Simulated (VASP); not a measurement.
# Hf (Fd-3m) in VASP: notebook

Hf is run at these levels: PBE; tasks: relaxation of cell and atoms.

Everything below comes from runs of VASP 6.6.1. Logs are shortened: lines on timing, memory, paths and dates and some standing lists are left out, and cuts for length are marked.

## Step 1: The cell of the first run

It takes space group Fd-3m (No. 227, cubic). Conventional cell: a = 4.537 Å, b = 4.537 Å, c = 4.537 Å, α = 90.00°, β = 90.00°, γ = 90.00°. Within 2.6 Å of Hf (site symmetry -43m) lie 4 Hf at 1.96 Å.

This isn't the form of Hf at room conditions, which is hcp.

## Step 2: Relaxation of cell and atoms, PBE, target pressure 250 GPa, at which the enthalpy is minimised

INCAR reads:

```
ALGO = Normal ; EDIFF = 1E-7
EDIFFG = -0.005 ; ENCUT = 600
GGA = PE ; IBRION = 2
ISIF = 3 ; ISMEAR = -1
LASPH = T ; LCHARG = F
LREAL = F ; LWAVE = F
NELM = 80 ; NSW = 60
PREC = Accurate ; PSTRESS = 2500.0
SIGMA = 0.1
```

KPOINTS reads:

```
k-points
0
Gamma
  14 14 14
```

POSCAR reads:

```
Hf
1.0
    0.0000000000      2.2687069594      2.2687069594
    2.2687069594      0.0000000000      2.2687069594
    2.2687069594      2.2687069594      0.0000000000
Hf
2
Direct
   -0.1250000000     -0.1250000000     -0.1250000000
    0.1250000000      0.1250000000      0.1250000000
```

Potentials or basis: VASP PAW PBE potentials, release 64 (Hf_pv).

Launch:

```console
$ cat potpaw_PBE.64/Hf_pv/POTCAR > POTCAR
$ mpirun -np 1 vasp_std > vasp.out
```

OUTCAR:

```text
EDIFF = 1E-7
   EDIFFG = -0.005
   ENCUT = 600
   GGA = PE
   IBRION = 2
   ISIF = 3
   ISMEAR = -1
   LASPH = T
   LREAL = F
   NELM = 80
   NSW = 60
   PREC = Accurate
   PSTRESS = 2500.0

 ion  position               nearest neighbor table
   1  0.875  0.875  0.875-   2 1.96   2 1.96   2 1.96   2 1.96   2 3.76   2 3.76   2 3.76   2 3.76
                             2 3.76   2 3.76   2 3.76   2 3.76   2 3.76   2 3.76   2 3.76   2 3.76
   2  0.125  0.125  0.125-   1 1.96   1 1.96   1 1.96   1 1.96   1 3.76   1 3.76   1 3.76   1 3.76
                             1 3.76   1 3.76   1 3.76   1 3.76   1 3.76   1 3.76   1 3.76   1 3.76

  LATTYP: Found a face centered cubic cell.
 ALAT       =     4.5374139188

  Lattice vectors:

 A1 = (   0.0000000000,   2.2687069594,   2.2687069594)
 A2 = (   2.2687069594,   0.0000000000,   2.2687069594)
 A3 = (   2.2687069594,   2.2687069594,   0.0000000000)

Analysis of symmetry for initial positions (statically):
=====================================================================
 Subroutine PRICEL returns:
 Original cell was already a primitive cell.

 Routine SETGRP: Setting up the symmetry group for a
 face centered cubic supercell.

 Subroutine GETGRP returns: Found 48 space group operations
 (whereof 12 operations were pure point group operations)
 out of a pool of 48 trial point group operations.

The static configuration has the point symmetry D_3d.
 The point group associated with its full space group is O_h .

Analysis of symmetry for dynamics (positions and initial velocities):
=====================================================================
 Subroutine PRICEL returns:
 Original cell was already a primitive cell.

 Routine SETGRP: Setting up the symmetry group for a
 face centered cubic supercell.

 Subroutine GETGRP returns: Found 48 space group operations
 (whereof 12 operations were pure point group operations)
 out of a pool of 48 trial point group operations.

The dynamic configuration has the point symmetry D_3d.
 The point group associated with its full space group is O_h .

 Subroutine INISYM returns: Found 48 space group operations
 (whereof 12 operations are pure point group operations),
 and found     1 'primitive' translations

----------------------------------------------------------------------------------------

                                     Primitive cell

  volume of cell :      23.3542

  direct lattice vectors                    reciprocal lattice vectors
     0.000000000  2.268706959  2.268706959    -0.220389856  0.220389856  0.220389856
     2.268706959  0.000000000  2.268706959     0.220389856 -0.220389856  0.220389856
     2.268706959  2.268706959  0.000000000     0.220389856  0.220389856 -0.220389856

  length of vectors
     3.208436151  3.208436151  3.208436151     0.381726428  0.381726428  0.381726428

  position of ions in fractional coordinates (direct lattice)
     0.875000000  0.875000000  0.875000000
     0.125000000  0.125000000  0.125000000

  ion indices of the primitive-cell ions
   primitive index   ion index
                 1           1
                 2           2

----------------------------------------------------------------------------------------

 KPOINTS: k-points

Automatic generation of k-mesh.
 Grid dimensions read from file:
 generate k-points for:   14   14   14

 Generating k-lattice:

  Cartesian coordinates                     Fractional coordinates (reciprocal lattice)
    -0.015742133  0.015742133  0.015742133     0.071428571  0.000000000  0.000000000
     0.015742133 -0.015742133  0.015742133     0.000000000  0.071428571  0.000000000
     0.015742133  0.015742133 -0.015742133     0.000000000  0.000000000  0.071428571

  Length of vectors
     0.027266173  0.027266173  0.027266173

  Shift w.r.t. Gamma in fractional coordinates (k-lattice)
     0.000000000  0.000000000  0.000000000

 Subroutine IBZKPT returns following result:
 ===========================================

 Found    104 irreducible k-points:

 Following reciprocal coordinates:
            Coordinates               Weight
  0.000000  0.000000  0.000000      1.000000
  0.071429  0.000000  0.000000      8.000000
  0.142857  0.000000  0.000000      8.000000
  0.214286  0.000000  0.000000      8.000000
  0.285714  0.000000  0.000000      8.000000
  0.357143  0.000000  0.000000      8.000000
[... 16 lines left out ...]
  0.214286  0.142857  0.000000     24.000000
  0.285714  0.142857  0.000000     24.000000
 [... further k-points ...]
   k-points           NKPTS =    104   k-points in BZ     NKDIM =    104   number of bands    NBANDS=     14
   number of dos      NEDOS =    301   number of ions     NIONS =      2
   total plane-waves  NPLWV =  21952
   dimension x,y,z NGX =    28 NGY =   28 NGZ =   28
   dimension x,y,z NGXF=    56 NGYF=   56 NGZF=   56
   ions per type =               2
   NGX,Y,Z   is equivalent  to a cutoff of  14.51, 14.51, 14.51 a.u.
   NGXF,Y,Z  is equivalent  to a cutoff of  29.02, 29.02, 29.02 a.u.
 SYSTEM =  unknown system
   PREC   = accura    normal or accurate (medium, high low for compatibility)
   ISTART =      0    job   : 0-new  1-cont  2-samecut
   ICHARG =      2    charge: 1-file 2-atom 10-const
   ISPIN  =      1    spin polarized calculation?
   LNONCOLLINEAR =      F non collinear calculations
   LSORBIT =      F    spin-orbit coupling
   LASPH  =      T    aspherical Exc in radial PAW
   ENCUT  =  600.0 eV  44.10 Ry    6.64 a.u.   6.41  6.41  6.41*2*pi/ulx,y,z
   NELM   =     80;   NELMIN=  2; NELMDL= -5     # of ELM steps
   EDIFF  = 0.1E-06   stopping-criterion for ELM
   LREAL  =      F    real-space projection
   EDIFFG = -.5E-02   stopping-criterion for IOM
   NSW    =     60    number of steps for IOM
   IBRION =      2    ionic relax: 0-MD 1-quasi-New 2-CG
   NFREE  =      1    steps in history (QN), initial steepest desc. (CG)
   ISIF   =      3    stress and relaxation
   ISYM   =      2    0-nonsym 1-usesym 2-fastsym
   POTIM  = 0.5000    time-step for ionic-motion
   TEBEG  =    0.0;   TEEND  =   0.0 temperature during run
   PSTRESS= 2500.0 pullay stress
   NELECT =      20.0000    total number of electrons
   NUPDOWN=      -1.0000    fix difference up-down
   EMIN   =  10.00;   EMAX   =-10.00  energy-range for DOS
   EFERMI =   0.00;   METHOD = LEGACY
   ISMEAR =    -1;   SIGMA  =   0.10  broadening in eV -4-tet -1-fermi 0-gaus
   EFERMI_NEDOS =   21; number of points for ismear=-14 and -15
   IALGO  =     38    algorithm
   IMIX   =      4    mixing-type and parameters
     AMIX     =   0.40;   BMIX     =  1.00
     AMIX_MAG =   1.60;   BMIX_MAG =  1.00
  volume/ion in A,a.u.               =      11.68        78.80
  Fermi-wavevector in a.u.,A,eV,Ry     =   1.554640  2.937843 32.883984  2.416905
  Thomas-Fermi vector in A             =   2.658697
   LORBIT       =      0    0 simple, 1 ext, 2 COOP (PROOUT), +10 PAW based schemes
   GGA     = PE    functional components
   LHFCALC =     F    Hartree Fock is set to
   AEXX    =    0.0000 exact exchange contribution
   IVDW    =     0    specifies the selected vdW correction
   LEPSILON=     F    determine dielectric tensor
   LRPA    =     F    only Hartree local field effects (RPA)
 conjugate gradient relaxation of ions
 non-spin polarized calculation
  energy-cutoff  :      600.00
  volume of cell :       23.35
 maximum number of plane-waves:       795
 NGX is ok and might be reduce to    28
   NGX = 13   NGY = 13   NGZ = 13

--------------------------------------- Ionic step        1  -------------------------------------------

 number of electron      20.0000000 magnetization

 Free energy of the ion-electron system (eV)
  ---------------------------------------------------
  ext. energy  EPLUGINS =         0.00000000
  ---------------------------------------------------
  free energy    TOTEN  =         2.26193591 eV

  energy without entropy =        2.32204389  energy(sigma->0) =        2.29198990

 E-fermi :  10.4478     XC(G=0): -14.2927

 val. band max:       10.4280398662   @ k =  -0.4286   0.2143   0.0000
 cond. band min:      10.4479347279   @ k =   0.4286   0.2143   0.0000
 fundamental gap:      0.0198948617
 Fermi energy:        10.4478273478

 k-point     1 :       0.0000    0.0000    0.0000
  band No.  band energies     occupation
      1     -24.5904      2.00000
      2     -24.5904      2.00000
      3     -24.5904      2.00000
      4     -18.9505      2.00000
      5     -18.9505      2.00000
      6     -18.9505      2.00000
      7       2.3492      2.00000
      8       5.3041      2.00000
      9       5.3041      2.00000
     10      10.5091      0.70272
     11      10.5091      0.70272
     12      10.5091      0.70272
     13      17.7037      0.00000
     14      17.7037      0.00000
[... 951 lines left out ...]
  FREE ENERGIE OF THE ION-ELECTRON SYSTEM (eV)
  ---------------------------------------------------
  free  energy   TOTEN  =        -1.7347800192 eV

  energy  without entropy=       -1.6783857195  energy(sigma->0) =       -1.70658287

  enthalpy is  TOTEN    =        38.1494919951 eV   P V=       39.8842720143

--------------------------------------- Ionic step        5  -------------------------------------------

 number of electron      20.0000002 magnetization

 Free energy of the ion-electron system (eV)
  ---------------------------------------------------
  ext. energy  EPLUGINS =         0.00000000
  ---------------------------------------------------
  free energy    TOTEN  =        -1.55627893 eV

  energy without entropy =       -1.49983207  energy(sigma->0) =       -1.52805550

 E-fermi :   9.4351     XC(G=0): -13.8135

 val. band max:        9.4342191849   @ k =  -0.3571   0.4286   0.2143
 cond. band min:       9.4368195264   @ k =   0.3571   0.0000   0.0000
 fundamental gap:      0.0026003415
 Fermi energy:         9.4350799212

 k-point     1 :       0.0000    0.0000    0.0000
  band No.  band energies     occupation
      1     -24.8300      2.00000
      2     -24.8300      2.00000
      3     -24.8300      2.00000
      4     -19.8232      2.00000
      5     -19.8232      2.00000
      6     -19.8232      2.00000
      7       1.6012      2.00000
      8       4.9686      2.00000
      9       4.9686      2.00000
     10       9.5667      0.42303
     11       9.5667      0.42303
     12       9.5667      0.42303
     13      15.7704      0.00000
     14      15.7704      0.00000
[... 413 lines left out ...]
 POSITION                                       TOTAL-FORCE (eV/Angst)
 -----------------------------------------------------------------------------------
      4.08536      4.08536      4.08536        -0.000000     -0.000000     -0.000000
      0.58362      0.58362      0.58362         0.000000      0.000000      0.000000
 -----------------------------------------------------------------------------------
    total drift:                                0.000000     -0.000000     -0.000000

  FREE ENERGIE OF THE ION-ELECTRON SYSTEM (eV)
  ---------------------------------------------------
  free  energy   TOTEN  =        -1.5562789302 eV

  energy  without entropy=       -1.4998320716  energy(sigma->0) =       -1.52805550

  enthalpy is  TOTEN    =        38.1480316292 eV   P V=       39.7043105594

 reached required accuracy - stopping structural energy minimisation
```

Run time: 2.5 min. Hardware: 1 thread of Intel Xeon Platinum 8259CL at 2.50GHz (Skylake/Cascade Lake), shared host; peak memory 0.19 GiB.

Results:

- Free energy: -1.5563 eV
- Relaxed volume: 12.72 Å³/atom
- Relaxed cell: a = 3.301 Å, b = 3.301 Å, c = 3.301 Å, α = 60.00°, β = 60.00°, γ = 60.00°
- Space group after relaxing (to 0.1 Å): Fd-3m (No. 227)
- Energy change on relaxing (the run minimises the enthalpy): -1909.1 meV/atom
- Ionic steps: 5
- Pressure after relaxing: 250.0 GPa
- Band gap on the k mesh: zero (bands 10 and 11 overlap by 3.07 eV)

The path:
| step | energy change (eV) | largest force (eV/Å) | pressure (GPa) | volume (Å³) |
| --- | --- | --- | --- | --- |
| 1 | 0.0000 | 0.0000 | 340.80 | 23.35 |
| 2 | -16.3574 | 0.0000 | 10.40 | 53.62 |
| 3 | -5.8973 | 0.0000 | 203.68 | 26.92 |
| 4 | -3.9967 | 0.0000 | 245.95 | 25.56 |
| 5 | -3.8182 | 0.0000 | 250.04 | 25.45 |

Final structure:
```yaml
crystal:
  lattice:
    - [0.00000, 2.33449, 2.33449]
    - [2.33449, 0.00000, 2.33449]
    - [2.33449, 2.33449, 0.00000]
  atoms:
    - { symbol: Hf, position: [0.87500, 0.87500, 0.87500] }
    - { symbol: Hf, position: [0.12500, 0.12500, 0.12500] }
```

Levels at points of the mesh, in eV from the Fermi level:
```tsv
k point	band 8	band 9	band 10	band 11	band 12	band 13
(0.00, 0.00, 0.00)	-4.47	-4.47	0.13	0.13	0.13	6.34
(0.50, 0.00, 0.00)	-3.69	-3.69	-2.80	-1.53	-1.53	4.22
(0.50, 0.50, 0.00)	-6.46	-1.45	-1.45	2.04	2.04	4.60
```

Caveat: the cell is relaxed towards a set pressure, so the run minimises the enthalpy, not the energy; atoms lie so close that the PAW spheres overlap strongly, which falsifies energies and pressures; spin-orbit coupling is left out, which moves the levels of the heavy elements.

[end of part 1 of 2]
